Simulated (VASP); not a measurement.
Write the native input for VASP 6.6.1 that does the following.

* Task: relaxation of cell and atoms
* Functional: PBE
* Potentials or basis: VASP PAW PBE potentials, release 64 (Si, W_sv)
* Cutoff: 600 eV
* k mesh: 6 × 6 × 6
* Occupations: gaussian, width 0.1 eV
* Spin: no spin polarisation
* Dipole correction: no
* Further INCAR settings: ALGO = Normal; EDIFF = 1e-07; IBRION = 2; EDIFFG = -0.04; NSW = 90; ISIF = 3

The structure of Si2W lies in POSCAR:

```
Si2W
1.0
    0.0000000000      2.8045965900      2.8045965900
    2.8045965900      0.0000000000      2.8045965900
    2.8045965900      2.8045965900      0.0000000000
Si W
2 1
Direct
    0.2500000000      0.2500000000      0.2500000000
    0.7500000000      0.7500000000      0.7500000000
    0.0000000000      0.0000000000      0.0000000000
```

These files were run (other wordings do the same):

INCAR

```
SYSTEM = Si2W
PREC     = Accurate       ! precision mode
ENCUT    = 600            ! plane-wave cutoff, eV
EDIFF    = 1E-7           ! SCF threshold, eV
ISMEAR   = 0              ! smearing method
SIGMA    = 0.1            ! smearing width, eV
LREAL    = .False.        ! projectors in reciprocal space
LASPH    = .True.         ! aspherical terms in the spheres
NELM     = 60             ! most SCF steps
ALGO     = Normal         ! electronic algorithm
ISIF     = 3              ! what is computed and relaxed
LWAVE    = .False.        ! write WAVECAR
LCHARG   = .False.        ! write CHGCAR
GGA      = PE             ! functional
IBRION   = 2              ! ionic algorithm
NSW      = 90             ! ionic steps
EDIFFG   = -0.04          ! ionic threshold
```

KPOINTS

```
Automatic mesh
0
Gamma
  6 6 6
  0 0 0
```

Potentials or basis: VASP PAW PBE potentials, release 64 (Si, W_sv).

Command:

```console
$ cat potpaw_PBE.64/Si/POTCAR potpaw_PBE.64/W_sv/POTCAR > POTCAR
$ mpirun -np 1 vasp_std > vasp.out
```

Results of the run:

- Relaxed volume: 17.11 Å³/atom
- Relaxed cell: a = 4.171 Å, b = 4.171 Å, c = 4.171 Å, α = 60.00°, β = 60.00°, γ = 60.00°
- Space group after relaxing (to 0.05 Å): Fm-3m (No. 225)
- Energy gained by relaxing: 186.3 meV/atom
- Ionic steps: 4
- Pressure after relaxing: -0.1 GPa
- Band gap on the k mesh: zero (band 11 reaches 8.48 eV, above the bottom of band 12 at 7.34 eV)

Caveat: the volume moved by over 15 % at a fixed basis, so the end points are rough; spin-orbit coupling is left out, which moves the levels of the heavy elements.

Run time: 43 s on 1 thread of AMD EPYC 7R13 Processor (Zen 3), with other jobs on the host, peak memory 0.16 GiB.
